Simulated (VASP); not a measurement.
# Re (P6_3/mmc) in VASP: further runs

Runs on Re. Level: PBE. Tasks: single point.

Everything below comes from runs of VASP 6.6.1. Logs are shortened: lines on timing, memory, paths and dates and some standing lists are left out, and cuts for length are marked.

## 1. The cell of the first run

Symmetry: P6_3/mmc, No. 194, hexagonal system. Conventional cell: a = 2.761 Å, b = 2.761 Å, c = 4.458 Å, α = 90.00°, β = 90.00°, γ = 120.00°. Re (site symmetry -6m2) has 12 Re at 2.74 to 2.76 Å within 3.6 Å.

## 2. Single point, PBE

Contents of INCAR:

```
SYSTEM = Re
PREC     = Accurate       ! precision mode
ENCUT    = 520            ! plane-wave cutoff, eV
EDIFF    = 1E-6           ! SCF threshold, eV
ISMEAR   = -1             ! smearing method
SIGMA    = 0.05           ! smearing width, eV
LREAL    = .False.        ! projectors in reciprocal space
LASPH    = .True.         ! aspherical terms in the spheres
NELM     = 80             ! most SCF steps
ALGO     = Normal         ! electronic algorithm
ISIF     = 2              ! what is computed and relaxed
LWAVE    = .False.        ! write WAVECAR
LCHARG   = .False.        ! write CHGCAR
GGA      = PE             ! functional
NBANDS   = 14             ! bands
```

Contents of KPOINTS:

```
regular mesh
0
Gamma
  19 19 11
  0 0 0
```

Contents of POSCAR:

```
Re
1.0
    2.7608000000      0.0000000000      0.0000000000
   -1.3804000000      2.3909229348      0.0000000000
    0.0000000000      0.0000000000      4.4582000000
Re
2
Direct
    0.6666666667      0.3333333333      0.7500000000
    0.3333333333      0.6666666667      0.2500000000
```

Potentials or basis: VASP PAW PBE potentials, release 64 (Re).

Run with:

```
$ cat potpaw_PBE.64/Re/POTCAR > POTCAR
$ mpirun -np 1 vasp_std > vasp.out
```

OUTCAR:

```text
SYSTEM = Re
   PREC = Accurate
   ENCUT = 520
   EDIFF = 1E-6
   ISMEAR = -1
   LREAL = .False.
   LASPH = .True.
   NELM = 80
   ISIF = 2
   GGA = PE

 ion  position               nearest neighbor table
   1  0.667  0.333  0.750-   2 2.74   2 2.74   2 2.74   2 2.74   2 2.74   2 2.74
   2  0.333  0.667  0.250-   1 2.74   1 2.74   1 2.74   1 2.74   1 2.74   1 2.74

  LATTYP: Found a hexagonal cell.
 ALAT       =     2.7608000000
 C/A-ratio  =     1.6148217908

  Lattice vectors:

 A1 = (   2.7608000000,   0.0000000000,   0.0000000000)
 A2 = (  -1.3804000000,   2.3909229348,   0.0000000000)
 A3 = (   0.0000000000,   0.0000000000,   4.4582000000)

Analysis of symmetry for initial positions (statically):
=====================================================================
 Subroutine PRICEL returns:
 Original cell was already a primitive cell.

 Routine SETGRP: Setting up the symmetry group for a
 hexagonal supercell.

 Subroutine GETGRP returns: Found 24 space group operations
 (whereof 12 operations were pure point group operations)
 out of a pool of 24 trial point group operations.

The static configuration has the point symmetry D_3d.
 The point group associated with its full space group is D_6h.

Analysis of symmetry for dynamics (positions and initial velocities):
=====================================================================
 Subroutine PRICEL returns:
 Original cell was already a primitive cell.

 Routine SETGRP: Setting up the symmetry group for a
 hexagonal supercell.

 Subroutine GETGRP returns: Found 24 space group operations
 (whereof 12 operations were pure point group operations)
 out of a pool of 24 trial point group operations.

The dynamic configuration has the point symmetry D_3d.
 The point group associated with its full space group is D_6h.

 Subroutine INISYM returns: Found 24 space group operations
 (whereof 12 operations are pure point group operations),
 and found     1 'primitive' translations

----------------------------------------------------------------------------------------

                                     Primitive cell

  volume of cell :      29.4280

  direct lattice vectors                    reciprocal lattice vectors
     2.760800000  0.000000000  0.000000000     0.362213851  0.209124264  0.000000000
    -1.380400000  2.390922935  0.000000000     0.000000000  0.418248529  0.000000000
     0.000000000  0.000000000  4.458200000     0.000000000  0.000000000  0.224305774

  length of vectors
     2.760800000  2.760800000  4.458200000     0.418248529  0.418248529  0.224305774

  position of ions in fractional coordinates (direct lattice)
     0.666666667  0.333333333  0.750000000
     0.333333333  0.666666667  0.250000000

  ion indices of the primitive-cell ions
   primitive index   ion index
                 1           1
                 2           2

----------------------------------------------------------------------------------------

 KPOINTS: regular mesh

Automatic generation of k-mesh.
 Grid dimensions read from file:
 generate k-points for:   19   19   11

 Generating k-lattice:

  Cartesian coordinates                     Fractional coordinates (reciprocal lattice)
     0.019063887  0.011006540  0.000000000     0.052631579 -0.000000000  0.000000000
     0.000000000  0.022013080  0.000000000     0.000000000  0.052631579  0.000000000
     0.000000000  0.000000000  0.020391434     0.000000000  0.000000000  0.090909091

  Length of vectors
     0.022013080  0.022013080  0.020391434

  Shift w.r.t. Gamma in fractional coordinates (k-lattice)
     0.000000000  0.000000000  0.000000000

 Subroutine IBZKPT returns following result:
 ===========================================

 Found    240 irreducible k-points:

 Following reciprocal coordinates:
            Coordinates               Weight
  0.000000  0.000000  0.000000      1.000000
  0.052632 -0.000000  0.000000      6.000000
  0.105263 -0.000000  0.000000      6.000000
  0.157895 -0.000000  0.000000      6.000000
  0.210526 -0.000000  0.000000      6.000000
  0.263158 -0.000000  0.000000      6.000000
[... 16 lines left out ...]
  0.263158  0.105263  0.000000     12.000000
  0.315789  0.105263  0.000000     12.000000
 [... further k-points ...]
   k-points           NKPTS =    240   k-points in BZ     NKDIM =    240   number of bands    NBANDS=     14
   number of dos      NEDOS =    301   number of ions     NIONS =      2
   total plane-waves  NPLWV =  20736
   dimension x,y,z NGX =    24 NGY =   24 NGZ =   36
   dimension x,y,z NGXF=    48 NGYF=   48 NGZF=   72
   ions per type =               2
   NGX,Y,Z   is equivalent  to a cutoff of  14.45, 14.45, 13.42 a.u.
   NGXF,Y,Z  is equivalent  to a cutoff of  28.90, 28.90, 26.85 a.u.
 SYSTEM =  Re
   PREC   = accura    normal or accurate (medium, high low for compatibility)
   ISTART =      0    job   : 0-new  1-cont  2-samecut
   ICHARG =      2    charge: 1-file 2-atom 10-const
   ISPIN  =      1    spin polarized calculation?
   LNONCOLLINEAR =      F non collinear calculations
   LSORBIT =      F    spin-orbit coupling
   LASPH  =      T    aspherical Exc in radial PAW
   ENCUT  =  520.0 eV  38.22 Ry    6.18 a.u.   5.13  5.13  8.29*2*pi/ulx,y,z
   NELM   =     80;   NELMIN=  2; NELMDL= -5     # of ELM steps
   EDIFF  = 0.1E-05   stopping-criterion for ELM
   LREAL  =      F    real-space projection
   EDIFFG = 0.1E-04   stopping-criterion for IOM
   NSW    =      0    number of steps for IOM
   IBRION =     -1    ionic relax: 0-MD 1-quasi-New 2-CG
   NFREE  =      0    steps in history (QN), initial steepest desc. (CG)
   ISIF   =      2    stress and relaxation
   ISYM   =      2    0-nonsym 1-usesym 2-fastsym
   POTIM  = 0.5000    time-step for ionic-motion
   TEBEG  =    0.0;   TEEND  =   0.0 temperature during run
   PSTRESS=    0.0 pullay stress
   NELECT =      14.0000    total number of electrons
   NUPDOWN=      -1.0000    fix difference up-down
   EMIN   =  10.00;   EMAX   =-10.00  energy-range for DOS
   EFERMI =   0.00;   METHOD = LEGACY
   ISMEAR =    -1;   SIGMA  =   0.05  broadening in eV -4-tet -1-fermi 0-gaus
   EFERMI_NEDOS =   21; number of points for ismear=-14 and -15
   IALGO  =     38    algorithm
   IMIX   =      4    mixing-type and parameters
     AMIX     =   0.40;   BMIX     =  1.00
     AMIX_MAG =   1.60;   BMIX_MAG =  1.00
  volume/ion in A,a.u.               =      14.71        99.29
  Fermi-wavevector in a.u.,A,eV,Ry     =   1.278000  2.415070 22.222174  1.633284
  Thomas-Fermi vector in A             =   2.410568
   LORBIT       =      0    0 simple, 1 ext, 2 COOP (PROOUT), +10 PAW based schemes
   GGA     = PE    functional components
   LHFCALC =     F    Hartree Fock is set to
   AEXX    =    0.0000 exact exchange contribution
   IVDW    =     0    specifies the selected vdW correction
   LEPSILON=     F    determine dielectric tensor
   LRPA    =     F    only Hartree local field effects (RPA)
 non-spin polarized calculation
  energy-cutoff  :      520.00
  volume of cell :       29.43
 maximum number of plane-waves:       808
 NGX is ok and might be reduce to    24
   NGX = 11   NGY = 11   NGZ = 17

 number of electron      14.0000000 magnetization

 Free energy of the ion-electron system (eV)
  ---------------------------------------------------
  ext. energy  EPLUGINS =         0.00000000
  ---------------------------------------------------
  free energy    TOTEN  =       -24.85007962 eV

  energy without entropy =      -24.83694231  energy(sigma->0) =      -24.84351096

 E-fermi :   7.8896     XC(G=0): -13.7301

 val. band max:        7.8893531852   @ k =   0.3684  -0.0000   0.3636
 cond. band min:       7.8987961567   @ k =   0.4737  -0.0000   0.4545
 fundamental gap:      0.0094429715
 Fermi energy:         7.8896329808

 k-point     1 :       0.0000    0.0000    0.0000
  band No.  band energies     occupation
      1      -1.9813      2.00000
      2       1.2638      2.00000
      3       6.3077      2.00000
      4       6.3087      2.00000
      5       6.3087      2.00000
      6       7.1455      2.00000
      7       7.1455      2.00000
      8       8.0729      0.04990
      9       8.0729      0.04990
     10       8.5015      0.00001
     11      11.2495      0.00000
     12      11.2495      0.00000
     13      17.9040      0.00000
     14      22.0333      0.00000

 k-point     2 :       0.0526   -0.0000    0.0000
  band No.  band energies     occupation
      1      -1.8673      2.00000
      2       1.3714      2.00000
      3       5.9621      2.00000
      4       6.4128      2.00000
      5       6.6156      2.00000
      6       7.0625      2.00000
      7       7.2440      2.00000
      8       7.8487      1.38756
      9       7.9834      0.26584
     10       8.1969      0.00428
     11      11.3106      0.00000
     12      11.7842      0.00000
     13      17.8999      0.00000
     14      22.2885      0.00000

 k-point     3 :       0.1053   -0.0000    0.0000
  band No.  band energies     occupation
      1      -1.5341      2.00000
      2       1.6763      2.00000
      3       5.5597      2.00000
      4       6.7221      2.00000
      5       6.7764      2.00000
      6       7.0040      2.00000
      7       7.0065      2.00000
      8       7.5356      1.99832
      9       7.7454      1.89417
     10       7.9612      0.38585
     11      11.4657      0.00000
     12      12.8924      0.00000
     13      17.8635      0.00000
     14      23.0000      0.00000

 k-point     4 :       0.1579   -0.0000    0.0000
  band No.  band energies     occupation
      1      -1.0089      2.00000
      2       2.1124      2.00000
      3       5.1547      2.00000
      4       6.0433      2.00000
      5       6.4874      2.00000
      6       7.2264      2.00000
      7       7.4112      1.99986
      8       7.4222      1.99983
      9       7.7190      1.93620
     10       8.0083      0.17052
     11      11.6585      0.00000
     12      14.1694      0.00000
     13      17.7514      0.00000
     14      23.9318      0.00000

 k-point     5 :       0.2105   -0.0000    0.0000
  band No.  band energies     occupation
      1      -0.3415      2.00000
      2       2.5234      2.00000
      3       4.8852      2.00000
      4       5.1409      2.00000
      5       6.2074      2.00000
      6       7.0715      2.00000
      7       7.4478      1.99971
      8       7.9072      0.82563
      9       7.9667      0.35279
     10       8.6405      0.00000
     11      11.8435      0.00000
[... 276 lines left out ...]
 k-point    22 :       0.2105    0.1053    0.0000
  band No.  band energies     occupation
      1       0.6862      2.00000
      2       3.0299      2.00000
      3       4.2367      2.00000
      4       4.4688      2.00000
      5       6.1342      2.00000
      6       6.2184      2.00000
      7       7.4488      1.99970
      8       8.3264      0.00032
      9       9.2041      0.00000
     10      10.0647      0.00000
     11      11.8445      0.00000
     12      17.2953      0.00000
     13      17.3279      0.00000
     14      22.4006      0.00000

 k-point    23 :       0.2632    0.1053    0.0000
  band No.  band energies     occupation
      1       1.3844      2.00000
      2       2.8897      2.00000
      3       3.6369      2.00000
      4       4.7032      2.00000
      5       6.0076      2.00000
      6       6.3410      2.00000
      7       7.1381      2.00000
      8       9.0139      0.00000
      9      10.1071      0.00000
     10      11.0476      0.00000
     11      11.9157      0.00000
     12      17.1930      0.00000
     13      18.5429      0.00000
     14      20.5392      0.00000

 k-point    24 :       0.3158    0.1053    0.0000
  band No.  band energies     occupation
      1       1.9146      2.00000
      2       2.6461      2.00000
      3       3.1679      2.00000
      4       5.0546      2.00000
      5       5.8791      2.00000
      6       6.7567      2.00000
      7       6.8392      2.00000
      8       9.8522      0.00000
      9      10.9177      0.00000
     10      11.9636      0.00000
     11      12.0735      0.00000
     12      17.3110      0.00000
     13      18.7089      0.00000
     14      19.6330      0.00000

 [... further k-points ...]

------------------------ aborting loop because EDIFF is reached ----------------------------------------

  FORCE on cell =-STRESS in cart. coord.  units (eV):
  Direction    XX          YY          ZZ          XY          YZ          ZX
  --------------------------------------------------------------------------------------
  -------------------------------------------------------------------------------------
  Total        1.0242658      1.0242658      1.0201344     -0.0000000      0.0000000      0.0000000
  in kB       55.7651879     55.7651879     55.5402575     -0.0000000      0.0000000      0.0000000
  external PRESSURE =      55.6902111 kB  Pullay stress =       0.0000000 kB

 VOLUME and BASIS-vectors are now :
 -----------------------------------------------------------------------------
  energy-cutoff  :      520.00
  volume of cell :       29.43
      direct lattice vectors                 reciprocal lattice vectors
     2.760800000  0.000000000  0.000000000     0.362213851  0.209124264  0.000000000
    -1.380400000  2.390922935  0.000000000     0.000000000  0.418248529  0.000000000
     0.000000000  0.000000000  4.458200000     0.000000000  0.000000000  0.224305774

 POSITION                                       TOTAL-FORCE (eV/Angst)
 -----------------------------------------------------------------------------------
      1.38040      0.79697      3.34365         0.000000      0.000000      0.000000
     -0.00000      1.59395      1.11455        -0.000000     -0.000000      0.000000
 -----------------------------------------------------------------------------------
    total drift:                               -0.000000      0.000000     -0.000000

  FREE ENERGIE OF THE ION-ELECTRON SYSTEM (eV)
  ---------------------------------------------------
  free  energy   TOTEN  =       -24.8500796161 eV

  energy  without entropy=      -24.8369423136  energy(sigma->0) =      -24.84351096
```

It took 2.2 min on 1 thread of Intel Xeon 8259CL, shared host; peak memory 0.23 GiB.

What came out:

| Quantity | Value |
| --- | --- |
| Free energy | -24.8501 eV |
| Pressure | 5.6 GPa |
| Band gap on the k mesh | zero (bands 7 and 8 overlap by 3.20 eV) |

Caveat: the cell stands under pressure; spin-orbit coupling is left out, which moves the levels of the heavy elements.

## 3. Single point, PBE

This run uses another cell than the first one, of 13.93 Å³/atom.

Contents of INCAR:

```
  ALGO = Normal
  EDIFF = 1E-7
  ENCUT = 520
  GGA = PE
  ISIF = 2
  ISMEAR = -1
  LASPH = T
  LCHARG = F
  LREAL = F
  LWAVE = F
  NBANDS = 14
  NELM = 100
  PREC = Accurate
  SIGMA = 0.05
```

Contents of KPOINTS:

```
k-points
0
Gamma
  11 11 6
```

Contents of POSCAR:

```
Re
1.0
    2.7100200346      0.0000000000      0.0000000000
   -1.3550100173      2.3469461947      0.0000000000
    0.0000000000      0.0000000000      4.3804783678
Re
2
Direct
    0.6666666667      0.3333333333      0.7500000000
    0.3333333333      0.6666666667      0.2500000000
```

Potentials or basis: VASP PAW PBE potentials, release 64 (Re).

Run with:

```
$ cat potpaw_PBE.64/Re/POTCAR > POTCAR
$ mpirun -np 1 vasp_std > vasp.out
```

Wall time 53 s (1 thread of Intel Xeon 8259CL, shared host); peak memory 0.15 GiB.

The run converged. Its results:

| Item | Value |
| --- | --- |
| Free energy | -24.6764 eV |
| Pressure | 30.0 GPa |
| Band gap on the k mesh | zero (bands 7 and 8 overlap by 3.39 eV) |

Stress tensor (GPa, compression positive):
```
30.09  0.00  0.00
 0.00 30.09  0.00
 0.00  0.00 29.92
```

Levels at points of the mesh, in eV from the Fermi level:
```tsv
k point	band 4	band 5	band 6	band 7	band 8	band 9	band 10	band 11
(0.00, 0.00, 0.00)	-1.75	-1.75	-0.84	-0.84	0.18	0.18	0.72	3.60
(0.00, 0.00, 0.50)	-2.57	-1.88	-1.88	-1.88	-1.88	2.74	2.74	2.74
```

Caveat: the cell stands under pressure; spin-orbit coupling is left out, which moves the levels of the heavy elements.

## 4. Single point, PBE

This run uses another cell than the first one, of 14.23 Å³/atom.

Contents of INCAR:

```
ALGO = Normal ; EDIFF = 1E-6
ENCUT = 520 ; GGA = PE
ISIF = 2 ; ISMEAR = -1
LASPH = T ; LCHARG = T
LELF = T ; LREAL = F
LVHAR = T ; LWAVE = F
NBANDS = 14 ; NELM = 60
PREC = Accurate ; SIGMA = 0.05
```

KPOINTS is that of step 3.

Contents of POSCAR:

```
Re
1.0
    2.7294815618      0.0000000000      0.0000000000
   -1.3647407809      2.3638003716      0.0000000000
    0.0000000000      0.0000000000      4.4117240601
Re
2
Direct
    0.6666666667      0.3333333333      0.7500000000
    0.3333333333      0.6666666667      0.2500000000
```

Run with:

```
$ cat potpaw_PBE.64/Re/POTCAR > POTCAR
$ mpirun -np 1 vasp_std > vasp.out
```

Wall time 44 s (1 thread of Intel Xeon 8259CL, shared host); peak memory 0.15 GiB.

It converged, with:

| Quantity | Value |
| --- | --- |
| Free energy | -24.7703 eV |
| Pressure | 19.8 GPa |
| Band gap on the k mesh | zero (bands 7 and 8 overlap by 3.25 eV) |

Stress tensor (GPa, compression positive):
```
19.84  0.00  0.00
 0.00 19.84  0.00
 0.00  0.00 19.66
```

Levels at points of the mesh, in eV from the Fermi level:
| k point | band 4 | band 5 | band 6 | band 7 | band 8 | band 9 | band 10 | band 11 |
| --- | --- | --- | --- | --- | --- | --- | --- | --- |
| (0.00, 0.00, 0.00) | -1.68 | -1.68 | -0.80 | -0.80 | 0.18 | 0.18 | 0.67 | 3.51 |
| (0.00, 0.00, 0.50) | -2.50 | -1.81 | -1.81 | -1.81 | -1.81 | 2.66 | 2.66 | 2.66 |

Caveat: the cell stands under pressure; spin-orbit coupling is left out, which moves the levels of the heavy elements.

## 5. Single point, PBE

This run uses another cell than the first one, of 14.76 Å³/atom.

Contents of INCAR:

```
  PREC = Accurate
  ENCUT = 520
  EDIFF = 1E-6
  ISMEAR = -1
  SIGMA = 0.05
  LREAL = F
  LASPH = T
  NELM = 60
  ALGO = Normal
  ISIF = 2
  LWAVE = F
  LCHARG = T
  GGA = PE
  LELF = T
  LVHAR = T
  NBANDS = 14
```

Contents of KPOINTS:

```
Automatic mesh
0
Gamma
  11 11 6
```

Contents of POSCAR:

```
Re
1.0
    2.7627151421      0.0000000000      0.0000000000
   -1.3813575711      2.3925814965      0.0000000000
    0.0000000000      0.0000000000      4.4649624570
Re
2
Direct
    0.6666666667      0.3333333333      0.7500000000
    0.3333333333      0.6666666667      0.2500000000
```

Run with:

```
$ cat potpaw_PBE.64/Re/POTCAR > POTCAR
$ mpirun -np 1 vasp_std > vasp.out
```

Wall time 49 s (1 thread of Intel Xeon 8259CL, shared host); peak memory 0.17 GiB.

Results (log left out):

```
Free energy            : -24.8489 eV
Pressure               : 4.4 GPa
Band gap on the k mesh : zero (bands 7 and 8 overlap by 3.04 eV)
```

Stress tensor (GPa, compression positive):
```
4.49 0.00 0.00
0.00 4.49 0.00
0.00 0.00 4.33
```

Levels at points of the mesh, in eV from the Fermi level:
```tsv
k point	band 5	band 6	band 7	band 8	band 9	band 10
(0.00, 0.00, 0.00)	-1.58	-0.75	-0.75	0.19	0.19	0.59
(0.00, 0.00, 0.50)	-1.71	-1.71	-1.71	-1.71	2.53	2.53
```

Caveat: the cell stands under pressure; spin-orbit coupling is left out, which moves the levels of the heavy elements.

## 6. The runs side by side

| cell | k mesh | gap on the mesh (eV) | pressure (GPa) |
| --- | --- | --- | --- |
| a = 2.761, b = 2.761, c = 4.458 Å, angles 90.0, 90.0, 120.0°, 2 atoms | 19 × 19 × 11 | none | 5.6 |
| a = 2.710, b = 2.710, c = 4.380 Å, angles 90.0, 90.0, 120.0°, 2 atoms | 11 × 11 × 6 | none | 30.0 |
| a = 2.729, b = 2.729, c = 4.412 Å, angles 90.0, 90.0, 120.0°, 2 atoms | 11 × 11 × 6 | none | 19.8 |
| a = 2.763, b = 2.763, c = 4.465 Å, angles 90.0, 90.0, 120.0°, 2 atoms | 11 × 11 × 6 | none | 4.4 |

Alike in all rows: task single point; level PBE; potentials or basis VASP PAW PBE potentials, release 64 (Re); no spin polarisation; cutoff (eV) 520; smearing fermi-dirac 0.05 eV.

Caveats: the cell stands under pressure; spin-orbit coupling is left out, which moves the levels of the heavy elements.

Absolute energies hang on the potentials; compare differences alone.
